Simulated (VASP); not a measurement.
# AlAu (Pm-3m) in VASP: a series of runs

AlAu is run at these levels: PBEsol; tasks: single point.

Everything below comes from runs of VASP 6.6.1. Logs are shortened: lines on timing, memory, paths and dates and some standing lists are left out, and cuts for length are marked.

### 1 The cell of the first run

It takes space group Pm-3m (No. 221, cubic). The conventional cell has a = 3.173 Å, b = 3.173 Å, c = 3.173 Å, α = 90.00°, β = 90.00°, γ = 90.00°. Al (site symmetry m-3m) has 8 Au at 2.75 Å and 6 Al at 3.17 Å within 3.6 Å. Au (site symmetry m-3m) has 8 Al at 2.75 Å and 6 Au at 3.17 Å within 3.6 Å.

### 2 Single point, PBEsol

INCAR reads:

```
SYSTEM = AlAu
  PREC = Accurate
  ENCUT = 500
  EDIFF = 1E-6
  ISMEAR = 0
  SIGMA = 0.15
  LREAL = .FALSE.
  LASPH = .TRUE.
  NELM = 120
  ALGO = Normal
  ISIF = 2
  LWAVE = .FALSE.
  LCHARG = .FALSE.
  GGA = PS
  NBANDS = 14
  GGA_COMPAT = .FALSE.
```

KPOINTS reads:

```
regular mesh
0
G
  7 7 7
  0 0 0
```

POSCAR reads:

```
AlAu
1.0
    3.1725720218      0.0000000000      0.0000000000
    0.0000000000      3.1725720218      0.0000000000
    0.0000000000      0.0000000000      3.1725720218
Al Au
1 1
Direct
    0.0000000000      0.0000000000      0.0000000000
    0.5000000000      0.5000000000      0.5000000000
```

Potentials or basis: VASP PAW PBE potentials, release 64 (Al, Au).

Launch:

```bash
cat potpaw_PBE.64/Al/POTCAR potpaw_PBE.64/Au/POTCAR > POTCAR
mpirun -np 1 vasp_std > vasp.out
```

OUTCAR:

```text
SYSTEM = AlAu
   PREC = Accurate
   ENCUT = 500
   EDIFF = 1E-6
   ISMEAR = 0
   LREAL = .FALSE.
   LASPH = .TRUE.
   NELM = 120
   ISIF = 2
   GGA = PS

 ion  position               nearest neighbor table
   1  0.000  0.000  0.000-   2 2.75   2 2.75   2 2.75   2 2.75   2 2.75   2 2.75   2 2.75   2 2.75

   2  0.500  0.500  0.500-   1 2.75   1 2.75   1 2.75   1 2.75   1 2.75   1 2.75   1 2.75   1 2.75

  LATTYP: Found a simple cubic cell.
 ALAT       =     3.1725720218

  Lattice vectors:

 A1 = (   3.1725720218,   0.0000000000,   0.0000000000)
 A2 = (   0.0000000000,   3.1725720218,   0.0000000000)
 A3 = (   0.0000000000,   0.0000000000,   3.1725720218)

Analysis of symmetry for initial positions (statically):
=====================================================================
 Subroutine PRICEL returns:
 Original cell was already a primitive cell.

 Routine SETGRP: Setting up the symmetry group for a
 simple cubic supercell.

 Subroutine GETGRP returns: Found 48 space group operations
 (whereof 48 operations were pure point group operations)
 out of a pool of 48 trial point group operations.

The static configuration has the point symmetry O_h .

Analysis of symmetry for dynamics (positions and initial velocities):
=====================================================================
 Subroutine PRICEL returns:
 Original cell was already a primitive cell.

 Routine SETGRP: Setting up the symmetry group for a
 simple cubic supercell.

 Subroutine GETGRP returns: Found 48 space group operations
 (whereof 48 operations were pure point group operations)
 out of a pool of 48 trial point group operations.

The dynamic configuration has the point symmetry O_h .

 Subroutine INISYM returns: Found 48 space group operations
 (whereof 48 operations are pure point group operations),
 and found     1 'primitive' translations

----------------------------------------------------------------------------------------

                                     Primitive cell

  volume of cell :      31.9326

  direct lattice vectors                    reciprocal lattice vectors
     3.172572022  0.000000000  0.000000000     0.315201670  0.000000000  0.000000000
     0.000000000  3.172572022  0.000000000     0.000000000  0.315201670  0.000000000
     0.000000000  0.000000000  3.172572022     0.000000000  0.000000000  0.315201670

  length of vectors
     3.172572022  3.172572022  3.172572022     0.315201670  0.315201670  0.315201670

  position of ions in fractional coordinates (direct lattice)
     0.000000000  0.000000000  0.000000000
     0.500000000  0.500000000  0.500000000

  ion indices of the primitive-cell ions
   primitive index   ion index
                 1           1
[... 82 lines left out ...]
   EFERMI =   0.00;   METHOD = LEGACY
   ISMEAR =     0;   SIGMA  =   0.15  broadening in eV -4-tet -1-fermi 0-gaus
   EFERMI_NEDOS =   21; number of points for ismear=-14 and -15
   IALGO  =     38    algorithm
   IMIX   =      4    mixing-type and parameters
     AMIX     =   0.40;   BMIX     =  1.00
     AMIX_MAG =   1.60;   BMIX_MAG =  1.00
  volume/ion in A,a.u.               =      15.97       107.75
  Fermi-wavevector in a.u.,A,eV,Ry     =   1.243672  2.350200 21.044420  1.546721
  Thomas-Fermi vector in A             =   2.377973
   LORBIT       =      0    0 simple, 1 ext, 2 COOP (PROOUT), +10 PAW based schemes
   GGA     = PS    functional components
   LHFCALC =     F    Hartree Fock is set to
   AEXX    =    0.0000 exact exchange contribution
   IVDW    =     0    specifies the selected vdW correction
   LEPSILON=     F    determine dielectric tensor
   LRPA    =     F    only Hartree local field effects (RPA)
 non-spin polarized calculation
 Gauss-broadening in eV      SIGMA  =   0.15
  energy-cutoff  :      500.00
  volume of cell :       31.93
 maximum number of plane-waves:       819
 NGX is ok and might be reduce to    24
   NGX = 11   NGY = 11   NGZ = 11

 number of electron      14.0000003 magnetization

 Free energy of the ion-electron system (eV)
  ---------------------------------------------------
  ext. energy  EPLUGINS =         0.00000000
  ---------------------------------------------------
  free energy    TOTEN  =        -8.62330005 eV

  energy without entropy =       -8.61670247  energy(sigma->0) =       -8.62000126

 E-fermi :  10.1413     XC(G=0): -11.8377

 val. band max:        9.8154588021   @ k =   0.2857   0.2857   0.1429
 cond. band min:      10.2197711710   @ k =   0.4286   0.4286   0.4286
 fundamental gap:      0.4043123689
 Fermi energy:        10.1412709857

 k-point     1 :       0.0000    0.0000    0.0000
  band No.  band energies     occupation
      1      -1.6356      2.00000
      2       3.2340      2.00000
      3       3.2340      2.00000
      4       5.2947      2.00000
      5       5.2947      2.00000
      6       5.2947      2.00000
      7      13.0053      0.00000
      8      13.0053      0.00000
      9      13.0053      0.00000
     10      17.3360      0.00000
     11      17.6629      0.00000
     12      17.6629      0.00000
     13      26.9350      0.00000
     14      26.9350      0.00000
[... 309 lines left out ...]
      1       2.6001      2.00000
      2       2.8102      2.00000
      3       2.8102      2.00000
      4       5.9942      2.00000
      5       5.9942      2.00000
      6       8.6804      2.00000
      7      10.2198      0.45924
      8      10.9703      0.00000
      9      10.9703      0.00000
     10      13.2759      0.00000
     11      14.4270      0.00000
     12      14.4270      0.00000
     13      15.9778      0.00000
     14      30.3640      0.00000

------------------------ aborting loop because EDIFF is reached ----------------------------------------

  FORCE on cell =-STRESS in cart. coord.  units (eV):
  Direction    XX          YY          ZZ          XY          YZ          ZX
  --------------------------------------------------------------------------------------
  -------------------------------------------------------------------------------------
  Total       -0.0441308     -0.0441308     -0.0441308      0.0000000     -0.0000000      0.0000000
  in kB       -2.2142065     -2.2142065     -2.2142065      0.0000000     -0.0000000      0.0000000
  external PRESSURE =      -2.2142065 kB  Pullay stress =       0.0000000 kB

 VOLUME and BASIS-vectors are now :
 -----------------------------------------------------------------------------
  energy-cutoff  :      500.00
  volume of cell :       31.93
      direct lattice vectors                 reciprocal lattice vectors
     3.172572022  0.000000000  0.000000000     0.315201670  0.000000000  0.000000000
     0.000000000  3.172572022  0.000000000     0.000000000  0.315201670  0.000000000
     0.000000000  0.000000000  3.172572022     0.000000000  0.000000000  0.315201670

 POSITION                                       TOTAL-FORCE (eV/Angst)
 -----------------------------------------------------------------------------------
      0.00000      0.00000      0.00000         0.000000      0.000000      0.000000
      1.58629      1.58629      1.58629         0.000000      0.000000      0.000000
 -----------------------------------------------------------------------------------
    total drift:                                0.000000     -0.000000     -0.000000

  FREE ENERGIE OF THE ION-ELECTRON SYSTEM (eV)
  ---------------------------------------------------
  free  energy   TOTEN  =        -8.6233000528 eV

  energy  without entropy=       -8.6167024739  energy(sigma->0) =       -8.62000126
```

stdout:

```text
POSCAR found type information on POSCAR AlAu
 POSCAR found :  2 types and       2 ions
 scaLAPACK will be used
 -----------------------------------------------------------------------------
|                                                                             |
|                                                                             |
|     You enforced a specific xc type in the INCAR file but a different       |
|     I HOPE YOU KNOW WHAT YOU ARE DOING!                                     |
|                                                                             |
 -----------------------------------------------------------------------------

 LDA part: xc-table for (Slater+PW92), standard interpolation
 POSCAR, INCAR and KPOINTS ok, starting setup
 FFT: planning ... GRIDC
 FFT: planning ... GRID_SOFT
 FFT: planning ... GRID
 WAVECAR not read
 entering main loop
```

It took 6.3 s on 1 thread of Intel Xeon 8259CL, shared host; peak memory 0.14 GiB.

Results:

```yaml
Free_energy: -8.6233 eV
Pressure: -0.2 GPa
Band_gap_on_the_k_mesh: zero (band 7 reaches 13.01 eV, above the bottom of band 8 at 9.53 eV)
```

Levels at points of the mesh, in eV from the Fermi level:
```
           k point  band 5  band 6  band 7  band 8  band 9  band 10
(0.00, 0.00, 0.00)   -4.85   -4.85    2.86    2.86    2.86     7.19
```

Caveat: the PAW data sets were made with another functional, which shifts forces and pressure a little; spin-orbit coupling is left out, which moves the levels of the heavy elements.

### 3 Single point, PBEsol

This run uses another cell than the first one, of 16.75 Å³/atom, 1.049 times its volume.

INCAR reads:

```
SYSTEM = AlAu
  ALGO = Normal
  EDIFF = 1E-6
  ENCUT = 500
  GGA = PS
  GGA_COMPAT = .False.
  ISIF = 2
  ISMEAR = 0
  LASPH = .True.
  LCHARG = .False.
  LREAL = .False.
  LWAVE = .False.
  NBANDS = 14
  NELM = 120
  PREC = Accurate
  SIGMA = 0.15
```

KPOINTS reads:

```
k-points
0
Gamma
  7 7 7
  0 0 0
```

POSCAR reads:

```
AlAu
1.0
    3.2239420000      0.0000000000      0.0000000000
    0.0000000000      3.2239420000      0.0000000000
    0.0000000000      0.0000000000      3.2239420000
Al Au
1 1
Direct
    0.0000000000      0.0000000000      0.0000000000
    0.5000000000      0.5000000000      0.5000000000
```

Potentials or basis: VASP PAW PBE potentials, release 64 (Al, Au).

Launch:

```bash
cat potpaw_PBE.64/Al/POTCAR potpaw_PBE.64/Au/POTCAR > POTCAR
mpirun -np 1 vasp_std > vasp.out
```

Wall time 9.2 s (1 thread of Intel Xeon 8259CL, shared host); peak memory 0.14 GiB.

It converged, with:

```
Free energy            : -8.5910 eV
Pressure               : -6.1 GPa
Band gap on the k mesh : zero (band 7 reaches 12.27 eV, above the bottom of band 8 at 8.79 eV)
```

Levels at points of the mesh, in eV from the Fermi level:
```
           k point  band 4  band 5  band 6  band 7  band 8  band 9  band 10  band 11
(0.00, 0.00, 0.00)   -4.57   -4.57   -4.57    2.95    2.95    2.95     6.75     7.52
```

Caveat: the PAW data sets were made with another functional, which shifts forces and pressure a little; spin-orbit coupling is left out, which moves the levels of the heavy elements.
